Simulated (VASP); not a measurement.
Here is a VASP 6.6.1 calculation.

INCAR

```
ALGO = Normal ; EDIFF = 1E-8
ENCUT = 520 ; GGA = CA
ISIF = 2 ; ISMEAR = -1
ISPIN = 2 ; LASPH = True
LCHARG = False ; LEFG = True
LMAXMIX = 4 ; LORBIT = 11
LREAL = False ; LWAVE = False
MAGMOM = 3 ; NBANDS = 14
NELM = 150 ; PREC = Accurate
SIGMA = 0.05
```

The input KPOINTS:

```
k-points
0
Gamma
  16 16 16
```

File POSCAR:

```
Fe
1.0
    0.0000000000      1.9798226863      2.0036464209
    1.5278283418      0.0000000000      2.0036464209
    1.5278283418      1.9798226863      0.0000000000
Fe
1
Direct
    0.0000000000      0.0000000000      0.0000000000
```

Potentials or basis: VASP PAW LDA potentials, release 64 (Fe).

Run with:

```console
$ cat potpaw_LDA.64/Fe/POTCAR > POTCAR
$ mpirun -np 1 vasp_std > vasp.out
```

Task: Estimate the net moment.

Result: 2.26 μB per cell.

Task: Predict the pressure.

Result: -25.9 GPa.

Task: What does it give for the site moments?

Result: Fe +2.24 μB.

Stress tensor (GPa, compression positive):
```
-30.40   0.00   0.00
  0.00 -23.06   0.00
  0.00   0.00 -24.32
```

Caveat: without QUAD_EFG the Cq values of the log hold for a quadrupole moment of 1 mb, not for the nuclei.
